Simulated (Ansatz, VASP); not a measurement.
**One calculation of Sb, two programs**

```
Sb
1.0
     2.13974    1.23538    3.73278
    -2.13974    1.23538    3.73278
     0.00000   -2.47076    3.73278
Sb
2
Direct
  0.76651 0.76651 0.76651
  0.23349 0.23349 0.23349
```

Alike in both runs: task single point; functional PBE exchange alone; k mesh 8 × 8 × 8; occupations fermi-dirac, width 0.05 eV; no spin polarisation.

|  | VASP | Ansatz |
| --- | --- | --- |
| version | VASP 6.6.1 | Ansatz 0.2.0 |
| potentials or method | VASP PAW PBE potentials, release 64 (Sb) | Ansatz PAW |
| plane-wave cutoff (eV) | 520 | 420 |
| valence electrons in the cell | 10 | 30 |

|  | VASP | Ansatz | Ansatz less VASP |
| --- | --- | --- | --- |
| gap on the k mesh at the Fermi level (eV) | none | none | - |
| pressure (GPa) | 14.3 | 14.0 | -0.28 |
| traceless stress, the component that is largest in VASP (GPa) | -0.68 | -0.59 | +0.086 |
| rms of the force components (eV/Å) | 0.274 | 0.236 | -0.0373 |

VASP's potentials were made for PBE, not for PBE exchange alone. Atom by atom the forces differ by 0.037 eV/Å (rms over components). A gap of «none» marks a metal or a gap that the smearing closes. VASP's potentials hold 10 valence electrons a cell and Ansatz's 30, so a difference there can come from the potentials and not from the codes.

Neither program's run includes spin-orbit coupling.
